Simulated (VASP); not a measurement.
# Sr (Fm-3m) in VASP: notebook

The runs below take Sr through single point, relaxation of cell and atoms, with PBE.

All numbers are computed with VASP 6.6.1; they aren't measurements. Logs are shortened: lines on timing, memory, paths and dates and some standing lists are left out, and cuts for length are marked.

## (1) The cell of the first run

The structure is cubic, space group Fm-3m (No. 225). The conventional cell has a = 8.697 Å, b = 8.697 Å, c = 8.697 Å, α = 90.00°, β = 90.00°, γ = 90.00°. Sr (site symmetry -43m) has 10 Sr at 3.77 to 4.35 Å within 4.9 Å. Within 4.9 Å of Sr (site symmetry m-3m) lie 8 Sr at 3.77 Å.

The cell was generated, and may not be a known phase.

## (2) Single point, PBE

Contents of INCAR:

```
PREC = Accurate ; ENCUT = 520
EDIFF = 1E-7 ; ISMEAR = 0
SIGMA = 0.1 ; LREAL = False
LASPH = True ; NELM = 100
ALGO = Fast ; ISIF = 2
LWAVE = False ; LCHARG = False
GGA = PE ; NBANDS = 22
```

Contents of KPOINTS:

```
Automatic mesh
0
Gamma
  4 4 4
```

Contents of POSCAR:

```
Sr
1.0
    0.0000000000      4.3486741600      4.3486741600
    4.3486741600      0.0000000000      4.3486741600
    4.3486741600      4.3486741600      0.0000000000
Sr
3
Direct
    0.2500000000      0.2500000000      0.2500000000
    0.7500000000      0.7500000000      0.7500000000
    0.5000000000      0.5000000000      0.5000000000
```

Potentials or basis: VASP PAW PBE potentials, release 64 (Sr_sv).

On the command line:

```bash
> cat potpaw_PBE.64/Sr_sv/POTCAR > POTCAR
> mpirun -np 1 vasp_std > vasp.out
```

OUTCAR:

```text
PREC = Accurate
   ENCUT = 520
   EDIFF = 1E-7
   ISMEAR = 0
   LREAL = False
   LASPH = True
   NELM = 100
   ISIF = 2
   GGA = PE

 ion  position               nearest neighbor table
   1  0.250  0.250  0.250-   3 3.77   3 3.77   3 3.77   3 3.77   2 4.35   2 4.35   2 4.35   2 4.35
                             2 4.35   2 4.35
   2  0.750  0.750  0.750-   3 3.77   3 3.77   3 3.77   3 3.77   1 4.35   1 4.35   1 4.35   1 4.35
                             1 4.35   1 4.35
   3  0.500  0.500  0.500-   1 3.77   1 3.77   1 3.77   1 3.77   2 3.77   2 3.77   2 3.77   2 3.77

  LATTYP: Found a face centered cubic cell.
 ALAT       =     8.6973483200

  Lattice vectors:

 A1 = (   0.0000000000,   4.3486741600,   4.3486741600)
 A2 = (   4.3486741600,   0.0000000000,   4.3486741600)
 A3 = (   4.3486741600,   4.3486741600,   0.0000000000)

Analysis of symmetry for initial positions (statically):
=====================================================================
 Subroutine PRICEL returns:
 Original cell was already a primitive cell.

 Routine SETGRP: Setting up the symmetry group for a
 face centered cubic supercell.

 Subroutine GETGRP returns: Found 48 space group operations
 (whereof 48 operations were pure point group operations)
 out of a pool of 48 trial point group operations.

The static configuration has the point symmetry O_h .

Analysis of symmetry for dynamics (positions and initial velocities):
=====================================================================
 Subroutine PRICEL returns:
 Original cell was already a primitive cell.

 Routine SETGRP: Setting up the symmetry group for a
 face centered cubic supercell.

 Subroutine GETGRP returns: Found 48 space group operations
 (whereof 48 operations were pure point group operations)
 out of a pool of 48 trial point group operations.

The dynamic configuration has the point symmetry O_h .

 Subroutine INISYM returns: Found 48 space group operations
 (whereof 48 operations are pure point group operations),
 and found     1 'primitive' translations

----------------------------------------------------------------------------------------

                                     Primitive cell

  volume of cell :     164.4753

  direct lattice vectors                    reciprocal lattice vectors
     0.000000000  4.348674160  4.348674160    -0.114977573  0.114977573  0.114977573
     4.348674160  0.000000000  4.348674160     0.114977573 -0.114977573  0.114977573
[... 70 lines left out ...]
   EDIFF  = 0.1E-06   stopping-criterion for ELM
   LREAL  =      F    real-space projection
   EDIFFG = 0.1E-05   stopping-criterion for IOM
   NSW    =      0    number of steps for IOM
   IBRION =     -1    ionic relax: 0-MD 1-quasi-New 2-CG
   NFREE  =      0    steps in history (QN), initial steepest desc. (CG)
   ISIF   =      2    stress and relaxation
   ISYM   =      2    0-nonsym 1-usesym 2-fastsym
   POTIM  = 0.5000    time-step for ionic-motion
   TEBEG  =    0.0;   TEEND  =   0.0 temperature during run
   PSTRESS=    0.0 pullay stress
   NELECT =      30.0000    total number of electrons
   NUPDOWN=      -1.0000    fix difference up-down
   EMIN   =  10.00;   EMAX   =-10.00  energy-range for DOS
   EFERMI =   0.00;   METHOD = LEGACY
   ISMEAR =     0;   SIGMA  =   0.10  broadening in eV -4-tet -1-fermi 0-gaus
   EFERMI_NEDOS =   21; number of points for ismear=-14 and -15
   IALGO  =     68    algorithm
   IMIX   =      4    mixing-type and parameters
     AMIX     =   0.40;   BMIX     =  1.00
     AMIX_MAG =   1.60;   BMIX_MAG =  1.00
  volume/ion in A,a.u.               =      54.83       369.98
  Fermi-wavevector in a.u.,A,eV,Ry     =   0.928428  1.754475 11.727938  0.861979
  Thomas-Fermi vector in A             =   2.054604
   LORBIT       =      0    0 simple, 1 ext, 2 COOP (PROOUT), +10 PAW based schemes
   GGA     = PE    functional components
   LHFCALC =     F    Hartree Fock is set to
   AEXX    =    0.0000 exact exchange contribution
   IVDW    =     0    specifies the selected vdW correction
   LEPSILON=     F    determine dielectric tensor
   LRPA    =     F    only Hartree local field effects (RPA)
 non-spin polarized calculation
 RMM-DIIS sequential band-by-band and
 Gauss-broadening in eV      SIGMA  =   0.10
  energy-cutoff  :      520.00
  volume of cell :      164.48
 maximum number of plane-waves:      4477
 NGX is ok and might be reduce to    48
   NGX = 23   NGY = 23   NGZ = 23

 number of electron      30.0000000 magnetization

 Free energy of the ion-electron system (eV)
  ---------------------------------------------------
  ext. energy  EPLUGINS =         0.00000000
  ---------------------------------------------------
  free energy    TOTEN  =        -3.37467716 eV

  energy without entropy =       -3.34494831  energy(sigma->0) =       -3.35981273

 E-fermi :   1.3017     XC(G=0):  -7.2934

 val. band max:        1.2793304580   @ k =   0.2500   0.2500   0.0000
 cond. band min:       1.3317583735   @ k =   0.2500   0.0000   0.0000
 fundamental gap:      0.0524279155
 Fermi energy:         1.3016665047

 k-point     1 :       0.0000    0.0000    0.0000
  band No.  band energies     occupation
      1     -35.1994      2.00000
      2     -35.1738      2.00000
      3     -35.1065      2.00000
      4     -17.2786      2.00000
      5     -17.2786      2.00000
      6     -17.2786      2.00000
[... 189 lines left out ...]
     21       2.9776      0.00000
     22       3.5977      0.00000

------------------------ aborting loop because EDIFF is reached ----------------------------------------

  FORCE on cell =-STRESS in cart. coord.  units (eV):
  Direction    XX          YY          ZZ          XY          YZ          ZX
  --------------------------------------------------------------------------------------
  -------------------------------------------------------------------------------------
  Total        2.7601422      2.7601422      2.7601422      0.0000000      0.0000000     -0.0000000
  in kB       26.8869440     26.8869440     26.8869440      0.0000000      0.0000000     -0.0000000
  external PRESSURE =      26.8869440 kB  Pullay stress =       0.0000000 kB

 VOLUME and BASIS-vectors are now :
 -----------------------------------------------------------------------------
  energy-cutoff  :      520.00
  volume of cell :      164.48
      direct lattice vectors                 reciprocal lattice vectors
     0.000000000  4.348674160  4.348674160    -0.114977573  0.114977573  0.114977573
     4.348674160  0.000000000  4.348674160     0.114977573 -0.114977573  0.114977573
     4.348674160  4.348674160  0.000000000     0.114977573  0.114977573 -0.114977573

 POSITION                                       TOTAL-FORCE (eV/Angst)
 -----------------------------------------------------------------------------------
      2.17434      2.17434      2.17434        -0.000000     -0.000000     -0.000000
      6.52301      6.52301      6.52301         0.000000      0.000000      0.000000
      4.34867      4.34867      4.34867        -0.000000      0.000000      0.000000
 -----------------------------------------------------------------------------------
    total drift:                               -0.000000     -0.000000     -0.000000

  FREE ENERGIE OF THE ION-ELECTRON SYSTEM (eV)
  ---------------------------------------------------
  free  energy   TOTEN  =        -3.3746771593 eV

  energy  without entropy=       -3.3449483094  energy(sigma->0) =       -3.35981273
```

stdout:

```text
POSCAR found type information on POSCAR Sr
 POSCAR found :  1 types and       3 ions
 scaLAPACK will be used
 LDA part: xc-table for (Slater+PW92), standard interpolation
 POSCAR, INCAR and KPOINTS ok, starting setup
 FFT: planning ... GRIDC
 FFT: planning ... GRID_SOFT
 FFT: planning ... GRID
 WAVECAR not read
 entering main loop
WARNING in EDDRMM: call to ZHEGV failed, returncode =   6  3     17
 num prob RMM:  15    -0.337467672698E+01   -0.85914E-06   -0.42250E-06   541   0.713E-03    0.264E-03
WARNING in EDDRMM: call to ZHEGV failed, returncode =   8  4     19
 num prob RMM:  16    -0.337467701123E+01   -0.28424E-06   -0.24198E-06   497   0.407E-03    0.254E-03
 num prob  num prob  num prob RMM:  17    -0.337467714665E+01   -0.13542E-06   -0.85845E-07   424   0.280E-03    0.120E-03
 num prob  num prob  num prob  num prob  num prob  num prob  num prob  num prob  num prob  num prob  num prob RMM:  18    -0.337467715932E+01   -0.12666E-07   -0.36563E-07   341   0.179E-03
```

Wall time 41 s (1 thread of AMD EPYC 9R45 (Zen 5), shared host); peak memory 0.27 GiB.

Results:

```
Free energy            : -3.3747 eV
Pressure               : 2.7 GPa
Band gap on the k mesh : zero (bands 15 and 16 overlap by 0.88 eV)
```

## (3) Single point, PBE

This run uses another cell than the first one, of 68.78 Å³/atom.

Contents of INCAR:

```
SYSTEM = Sr
PREC = Accurate
ENCUT = 520
EDIFF = 1E-6
ISMEAR = 0
SIGMA = 0.1
LREAL = .False.
LASPH = .True.
NELM = 80
ALGO = Normal
ISIF = 2
LWAVE = .False.
LCHARG = .False.
GGA = PE
NBANDS = 22
```

Contents of KPOINTS:

```
regular mesh
0
Gamma
  4 4 4
  0 0 0
```

Contents of POSCAR:

```
Sr
1.0
    0.0000000000      4.6901833627      4.6901833627
    4.6901833627      0.0000000000      4.6901833627
    4.6901833627      4.6901833627      0.0000000000
Sr
3
Direct
    0.2500000000      0.2500000000      0.2500000000
    0.7500000000      0.7500000000      0.7500000000
    0.5000000000      0.5000000000      0.5000000000
```

Potentials or basis: VASP PAW PBE potentials, release 64 (Sr_sv).

On the command line:

```bash
> cat potpaw_PBE.64/Sr_sv/POTCAR > POTCAR
> mpirun -np 1 vasp_std > vasp.out
```

It took 31 s on 1 thread of AMD EPYC 9R45 (Zen 5), shared host; peak memory 0.3 GiB.

The run converged. Its results:

```yaml
Free_energy: -3.7117 eV
Pressure: 0.2 GPa
Band_gap_on_the_k_mesh: zero (bands 15 and 16 overlap by 0.79 eV)
```

Levels at points of the mesh, in eV from the Fermi level:
```
           k point  band 12  band 13  band 14  band 15  band 16  band 17
(0.00, 0.00, 0.00)   -18.78    -3.20     0.35     0.35     0.63     0.63
(0.50, 0.00, 0.00)   -18.77    -2.03    -1.38     0.44     0.44     0.55
(0.50, 0.50, 0.00)   -18.77    -1.48    -1.26    -0.56    -0.21     0.70
```

## (4) Relaxation of cell and atoms, PBE

Contents of INCAR:

```
SYSTEM = Sr
PREC = Accurate
ENCUT = 600
EDIFF = 1E-7
ISMEAR = 0
SIGMA = 0.1
LREAL = .FALSE.
LASPH = .TRUE.
NELM = 100
ALGO = Normal
ISIF = 3
LWAVE = .FALSE.
LCHARG = .FALSE.
GGA = PE
IBRION = 2
NSW = 90
EDIFFG = -0.04
```

Contents of KPOINTS:

```
Automatic mesh
0
G
  4 4 4
  0 0 0
```

Contents of POSCAR:

```
Sr
1.0
    0.0000000000      4.3486741600      4.3486741600
    4.3486741600      0.0000000000      4.3486741600
    4.3486741600      4.3486741600      0.0000000000
Sr
3
Direct
    0.2500000000      0.2500000000      0.2500000000
    0.7500000000      0.7500000000      0.7500000000
    0.5000000000      0.5000000000      0.5000000000
```

On the command line:

```bash
> cat potpaw_PBE.64/Sr_sv/POTCAR > POTCAR
> mpirun -np 1 vasp_std > vasp.out
```

Wall time 1.9 min (1 thread of AMD EPYC 9R45 (Zen 5), shared host); peak memory 0.32 GiB.

The run converged. Its results:

| Item | Value |
| --- | --- |
| Free energy | -3.7130 eV |
| Relaxed volume | 70.64 Å³/atom |
| Relaxed cell | a = 6.692 Å, b = 6.692 Å, c = 6.692 Å, α = 60.00°, β = 60.00°, γ = 60.00° |
| Space group after relaxing (to 0.1 Å) | Fm-3m (No. 225) |
| Energy gained by relaxing | 112.8 meV/atom |
| Ionic steps | 4 |
| Pressure after relaxing | 0.0 GPa |
| Band gap on the k mesh | zero (bands 15 and 16 overlap by 0.78 eV) |

The path:
```csv
step,energy change (eV),largest force (eV/Å),pressure (GPa),volume (Å³)
1,0.0000,0.0000,2.69,164.48
2,-0.2649,0.0000,1.09,187.40
3,-0.3311,0.0000,-0.27,219.51
4,-0.3385,0.0000,-0.03,211.91
```

Final structure:
```yaml
crystal:
  lattice:
    - [0.00000, 4.73196, 4.73196]
    - [4.73196, 0.00000, 4.73196]
    - [4.73196, 4.73196, 0.00000]
  atoms:
    - { symbol: Sr, position: [0.25000, 0.25000, 0.25000] }
    - { symbol: Sr, position: [0.75000, 0.75000, 0.75000] }
    - { symbol: Sr, position: [0.50000, 0.50000, 0.50000] }
```

Levels at points of the mesh, in eV from the Fermi level:
```csv
k point,band 10,band 11,band 12,band 13,band 14,band 15,band 16,band 17,band 18,band 19
"(0.00, 0.00, 0.00)",-18.82,-18.82,-18.82,-3.17,0.36,0.36,0.62,0.62,0.62,0.84
"(0.50, 0.00, 0.00)",-18.83,-18.82,-18.82,-2.03,-1.39,0.44,0.44,0.53,0.76,0.76
"(0.50, 0.50, 0.00)",-18.84,-18.81,-18.81,-1.48,-1.27,-0.57,-0.19,0.65,0.65,1.25
```

Caveat: the volume moved by over 15 % at a fixed basis, so the end points are rough.

## (5) Overview

```tsv
task	cell	cutoff (eV)	gap on the mesh (eV)	pressure (GPa)
single point	a = 6.150 Å, angles 60.0°, 3 atoms	520	none	2.7
single point	a = 6.633 Å, angles 60.0°, 3 atoms	520	none	0.2
relaxation of cell and atoms	relaxed from a = 6.150 Å, angles 60.0°, 3 atoms	600	none	0.0
```

Alike in all rows: level PBE; potentials or basis VASP PAW PBE potentials, release 64 (Sr_sv); no spin polarisation; k mesh 4 × 4 × 4; smearing gaussian 0.1 eV.

Caveats: the volume moved by over 15 % at a fixed basis, so the end points are rough (at least some runs).

Total energies depend on the potentials used, so only differences within one code and one set of settings carry meaning.

The gap in the log of VASP goes by the Fermi energy; the results here count the filled bands.